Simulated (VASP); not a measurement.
# Si2W (I4/mmm) in VASP: relaxation of cell and atoms with PBEsol

Aim: the relaxation of cell and atoms of Si2W with PBEsol.

Program: VASP 6.6.1. These are calculated values, not measurements. Logs are shortened: lines on timing, memory, paths and dates and some standing lists are left out, and cuts for length are marked.

### 1 The cell of the first run

The structure is tetragonal, space group I4/mmm (No. 139). Conventional cell: a = 3.229 Å, b = 3.229 Å, c = 7.867 Å, α = 90.00°, β = 90.00°, γ = 90.00°. Si (site symmetry 4mm) has 9 Si at 2.60 to 3.23 Å and 5 W at 2.63 Å within 3.4 Å. Within 3.5 Å of W (site symmetry 4/mmm) lie 10 Si at 2.63 Å and 4 W at 3.23 Å.

### 2 Relaxation of cell and atoms, PBEsol

INCAR reads:

```
PREC = Accurate ; ENCUT = 600
EDIFF = 1E-6 ; ISMEAR = 0
SIGMA = 0.1 ; LREAL = False
LASPH = True ; NELM = 80
ALGO = Normal ; ISIF = 3
LWAVE = False ; LCHARG = False
GGA = PS ; IBRION = 2
NSW = 70 ; EDIFFG = -0.005
```

KPOINTS reads:

```
regular mesh
0
Gamma
  18 18 18
```

POSCAR reads:

```
Si2W
1.0
   -1.6145299054      1.6145299054      3.9335489408
    1.6145299054     -1.6145299054      3.9335489408
    1.6145299054      1.6145299054     -3.9335489408
Si W
2 1
Direct
    0.3345578121      0.3345578121      0.0000000000
    0.6654421879      0.6654421879      0.0000000000
    0.0000000000      0.0000000000      0.0000000000
```

Potentials or basis: VASP PAW PBE potentials, release 64 (Si, W_sv).

Run with:

```bash
cat potpaw_PBE.64/Si/POTCAR potpaw_PBE.64/W_sv/POTCAR > POTCAR
mpirun -np 1 vasp_std > vasp.out
```

OUTCAR:

```text
PREC = Accurate
   ENCUT = 600
   EDIFF = 1E-6
   ISMEAR = 0
   LREAL = False
   LASPH = True
   NELM = 80
   ISIF = 3
   GGA = PS
   IBRION = 2
   NSW = 70
   EDIFFG = -0.005

 ion  position               nearest neighbor table
   1  0.335  0.335  0.000-   2 2.60   3 2.63   3 2.63   3 2.63   3 2.63   3 2.63   2 2.64   2 2.64
                             2 2.64   2 2.64
   2  0.665  0.665  0.000-   1 2.60   3 2.63   3 2.63   3 2.63   3 2.63   3 2.63   1 2.64   1 2.64
                             1 2.64   1 2.64
   3  0.000  0.000  0.000-   2 2.63   1 2.63   2 2.63   1 2.63   2 2.63   1 2.63   1 2.63   2 2.63
                             1 2.63   2 2.63

  LATTYP: Found a body centered tetragonal cell.
 ALAT       =     3.2290598108
 C/A-ratio  =     2.4363431905

  Lattice vectors:

 A1 = (  -1.6145299054,   1.6145299054,   3.9335489408)
 A2 = (   1.6145299054,  -1.6145299054,   3.9335489408)
 A3 = (   1.6145299054,   1.6145299054,  -3.9335489408)

Analysis of symmetry for initial positions (statically):
=====================================================================
 Subroutine PRICEL returns:
 Original cell was already a primitive cell.

 Routine SETGRP: Setting up the symmetry group for a
 body centered tetragonal supercell.

 Subroutine GETGRP returns: Found 16 space group operations
 (whereof 16 operations were pure point group operations)
 out of a pool of 16 trial point group operations.

The static configuration has the point symmetry D_4h.

Analysis of symmetry for dynamics (positions and initial velocities):
=====================================================================
 Subroutine PRICEL returns:
 Original cell was already a primitive cell.

 Routine SETGRP: Setting up the symmetry group for a
 body centered tetragonal supercell.

 Subroutine GETGRP returns: Found 16 space group operations
 (whereof 16 operations were pure point group operations)
 out of a pool of 16 trial point group operations.

The dynamic configuration has the point symmetry D_4h.

 Subroutine INISYM returns: Found 16 space group operations
 (whereof 16 operations are pure point group operations),
 and found     1 'primitive' translations

----------------------------------------------------------------------------------------

                                     Primitive cell

  volume of cell :      41.0144

  direct lattice vectors                    reciprocal lattice vectors
    -1.614529905  1.614529905  3.933548941     0.000000000  0.309687667  0.127111676
     1.614529905 -1.614529905  3.933548941     0.309687667  0.000000000  0.127111676
     1.614529905  1.614529905 -3.933548941     0.309687667  0.309687667  0.000000000

  length of vectors
     4.548210736  4.548210736  4.548210736     0.334759361  0.334759361  0.437964499

  position of ions in fractional coordinates (direct lattice)
     0.334557812  0.334557812  0.000000000
     0.665442188  0.665442188  0.000000000
     0.000000000  0.000000000  0.000000000

  ion indices of the primitive-cell ions
   primitive index   ion index
                 1           1
                 2           2
                 3           3

----------------------------------------------------------------------------------------

 KPOINTS: regular mesh

Automatic generation of k-mesh.
 Grid dimensions read from file:
 generate k-points for:   18   18   18

 Generating k-lattice:

  Cartesian coordinates                     Fractional coordinates (reciprocal lattice)
     0.000000000  0.017204870  0.007061760     0.055555556  0.000000000 -0.000000000
     0.017204870  0.000000000  0.007061760     0.000000000  0.055555556 -0.000000000
     0.017204870  0.017204870  0.000000000     0.000000000  0.000000000  0.055555556

  Length of vectors
     0.018597742  0.018597742  0.024331361

  Shift w.r.t. Gamma in fractional coordinates (k-lattice)
     0.000000000  0.000000000  0.000000000

 Subroutine IBZKPT returns following result:
 ===========================================

 Found    480 irreducible k-points:

 Following reciprocal coordinates:
            Coordinates               Weight
  0.000000  0.000000  0.000000      1.000000
  0.055556  0.000000  0.000000      8.000000
  0.111111  0.000000  0.000000      8.000000
  0.166667  0.000000  0.000000      8.000000
  0.222222  0.000000 -0.000000      8.000000
  0.277778  0.000000  0.000000      8.000000
[... 16 lines left out ...]
 -0.277778  0.055556 -0.000000     16.000000
 -0.222222  0.055556  0.000000     16.000000
 [... further k-points ...]
   k-points           NKPTS =    480   k-points in BZ     NKDIM =    480   number of bands    NBANDS=     15
   number of dos      NEDOS =    301   number of ions     NIONS =      3
   total plane-waves  NPLWV =  46656
   dimension x,y,z NGX =    36 NGY =   36 NGZ =   36
   dimension x,y,z NGXF=    72 NGYF=   72 NGZF=   72
   ions per type =               2   1
   NGX,Y,Z   is equivalent  to a cutoff of  13.16, 13.16, 13.16 a.u.
   NGXF,Y,Z  is equivalent  to a cutoff of  26.32, 26.32, 26.32 a.u.
 SYSTEM =  unknown system
   PREC   = accura    normal or accurate (medium, high low for compatibility)
   ISTART =      0    job   : 0-new  1-cont  2-samecut
   ICHARG =      2    charge: 1-file 2-atom 10-const
   ISPIN  =      1    spin polarized calculation?
   LNONCOLLINEAR =      F non collinear calculations
   LSORBIT =      F    spin-orbit coupling
   LASPH  =      T    aspherical Exc in radial PAW
   ENCUT  =  600.0 eV  44.10 Ry    6.64 a.u.   9.08  9.08  9.08*2*pi/ulx,y,z
   NELM   =     80;   NELMIN=  2; NELMDL= -5     # of ELM steps
   EDIFF  = 0.1E-05   stopping-criterion for ELM
   LREAL  =      F    real-space projection
   EDIFFG = -.5E-02   stopping-criterion for IOM
   NSW    =     70    number of steps for IOM
   IBRION =      2    ionic relax: 0-MD 1-quasi-New 2-CG
   NFREE  =      1    steps in history (QN), initial steepest desc. (CG)
   ISIF   =      3    stress and relaxation
   ISYM   =      2    0-nonsym 1-usesym 2-fastsym
   POTIM  = 0.5000    time-step for ionic-motion
   TEBEG  =    0.0;   TEEND  =   0.0 temperature during run
   PSTRESS=    0.0 pullay stress
   NELECT =      22.0000    total number of electrons
   NUPDOWN=      -1.0000    fix difference up-down
   EMIN   =  10.00;   EMAX   =-10.00  energy-range for DOS
   EFERMI =   0.00;   METHOD = LEGACY
   ISMEAR =     0;   SIGMA  =   0.10  broadening in eV -4-tet -1-fermi 0-gaus
   EFERMI_NEDOS =   21; number of points for ismear=-14 and -15
   IALGO  =     38    algorithm
   IMIX   =      4    mixing-type and parameters
     AMIX     =   0.40;   BMIX     =  1.00
     AMIX_MAG =   1.60;   BMIX_MAG =  1.00
  volume/ion in A,a.u.               =      13.67        92.26
  Fermi-wavevector in a.u.,A,eV,Ry     =   1.330159  2.513636 24.073092  1.769322
  Thomas-Fermi vector in A             =   2.459267
   LORBIT       =      0    0 simple, 1 ext, 2 COOP (PROOUT), +10 PAW based schemes
   GGA     = PS    functional components
   LHFCALC =     F    Hartree Fock is set to
   AEXX    =    0.0000 exact exchange contribution
   IVDW    =     0    specifies the selected vdW correction
   LEPSILON=     F    determine dielectric tensor
   LRPA    =     F    only Hartree local field effects (RPA)
 conjugate gradient relaxation of ions
 non-spin polarized calculation
 Gauss-broadening in eV      SIGMA  =   0.10
  energy-cutoff  :      600.00
  volume of cell :       41.01
 maximum number of plane-waves:      1395
   NGX = 19   NGY = 19   NGZ = 19

--------------------------------------- Ionic step        1  -------------------------------------------

 number of electron      22.0000000 magnetization

 Free energy of the ion-electron system (eV)
  ---------------------------------------------------
  ext. energy  EPLUGINS =         0.00000000
  ---------------------------------------------------
  free energy    TOTEN  =       -26.62768346 eV

  energy without entropy =      -26.62676772  energy(sigma->0) =      -26.62722559

------------------------ aborting loop because EDIFF is reached ----------------------------------------

  FORCE on cell =-STRESS in cart. coord.  units (eV):
  Direction    XX          YY          ZZ          XY          YZ          ZX
  --------------------------------------------------------------------------------------
  -------------------------------------------------------------------------------------
  Total       -1.2294096     -1.2294096     -1.2413521      0.0000000      0.0000000     -0.0000000
  in kB      -48.0253400    -48.0253400    -48.4918597      0.0000000      0.0000000     -0.0000000
  external PRESSURE =     -48.1808466 kB  Pullay stress =       0.0000000 kB
[... 244 lines left out ...]
  energy  without entropy=      -26.6400605527  energy(sigma->0) =      -26.64050385

--------------------------------------- Ionic step        8  -------------------------------------------

 number of electron      21.9999999 magnetization

 Free energy of the ion-electron system (eV)
  ---------------------------------------------------
  ext. energy  EPLUGINS =         0.00000000
  ---------------------------------------------------
  free energy    TOTEN  =       -26.64094979 eV

  energy without entropy =      -26.64006071  energy(sigma->0) =      -26.64050525

 E-fermi :  11.9607     XC(G=0): -12.6396

 val. band max:       11.9351229813   @ k =  -0.3889   0.5000   0.3333
 cond. band min:      12.0120699768   @ k =  -0.3889  -0.4444   0.3333
 fundamental gap:      0.0769469955
 Fermi energy:        11.9607382770

 k-point     1 :       0.0000    0.0000    0.0000
  band No.  band energies     occupation
      1     -61.8296      2.00000
      2     -26.1027      2.00000
      3     -26.0744      2.00000
      4     -26.0744      2.00000
      5      -2.1698      2.00000
      6       5.0536      2.00000
      7       8.2339      2.00000
      8       8.5721      2.00000
      9       9.1035      2.00000
     10       9.1035      2.00000
     11      12.5856      0.00000
     12      14.7701      0.00000
     13      14.8379      0.00000
     14      15.0860      0.00000
     15      15.0860      0.00000
[... 397 lines left out ...]
 k-point    24 :      -0.2222    0.0556    0.0000
  band No.  band energies     occupation
      1     -61.8261      2.00000
      2     -26.1680      2.00000
      3     -26.0942      2.00000
      4     -26.0725      2.00000
      5      -1.2538      2.00000
      6       5.1985      2.00000
      7       6.5500      2.00000
      8       8.3027      2.00000
      9       9.0796      2.00000
     10       9.8242      2.00000
     11      10.5367      2.00000
     12      13.5856      0.00000
     13      14.2565      0.00000
     14      16.3779      0.00000
     15      16.5125      0.00000

 [... further k-points ...]
[... 5 lines left out ...]
  --------------------------------------------------------------------------------------
  -------------------------------------------------------------------------------------
  Total       -0.0089218     -0.0089218     -0.0101172      0.0000000      0.0000000      0.0000000
  in kB       -0.3559882     -0.3559882     -0.4036874      0.0000000      0.0000000      0.0000000
  external PRESSURE =      -0.3718879 kB  Pullay stress =       0.0000000 kB
[... 18 lines left out ...]
  FREE ENERGIE OF THE ION-ELECTRON SYSTEM (eV)
  ---------------------------------------------------
  free  energy   TOTEN  =       -26.6409497852 eV

  energy  without entropy=      -26.6400607139  energy(sigma->0) =      -26.64050525

 reached required accuracy - stopping structural energy minimisation
```

Run time: 21 min. Hardware: 1 thread of Intel Xeon Platinum 8488C (Sapphire Rapids), shared host; peak memory 0.5 GiB.

What came out:

```yaml
Free_energy: -26.6409 eV
Relaxed_volume: 13.38 Å³/atom
Relaxed_cell: a = 4.519 Å, b = 4.519 Å, c = 4.519 Å, α = 138.46°, β = 138.46°, γ = 60.20°
Space_group_after_relaxing_to_0.1_Å: I4/mmm (No. 139)
Energy_gained_by_relaxing: 4.4 meV/atom
Ionic_steps: 8
Pressure_after_relaxing: 0.0 GPa
Band_gap_on_the_k_mesh: zero (bands 11 and 12 overlap by 1.30 eV)
```

The path:
```
step  energy change (eV)  largest force (eV/Å)  pressure (GPa)  volume (Å³)
   1              0.0000                0.0480           -4.82        41.01
   2              0.0334                0.1698           10.00        38.62
   3             -0.0132                0.0226           -0.05        40.17
   4             -0.0132                0.0242            0.00        40.15
   5             -0.0132                0.0024            0.04        40.14
   6             -0.0133                0.0089            0.04        40.14
   7             -0.0133                0.0093            0.03        40.14
   8             -0.0133                0.0001           -0.04        40.15
```

Final structure:
```
Si W
1.0
    -1.60238    1.60238    3.90962
     1.60238   -1.60238    3.90962
     1.60238    1.60238   -3.90962
Si W
2 1
Direct
  0.33452 0.33452 0.00000
  0.66548 0.66548 0.00000
  0.00000 0.00000 0.00000
```

Caveat: the PAW data sets were made with another functional, which shifts forces and pressure a little; spin-orbit coupling is left out, which moves the levels of the heavy elements.
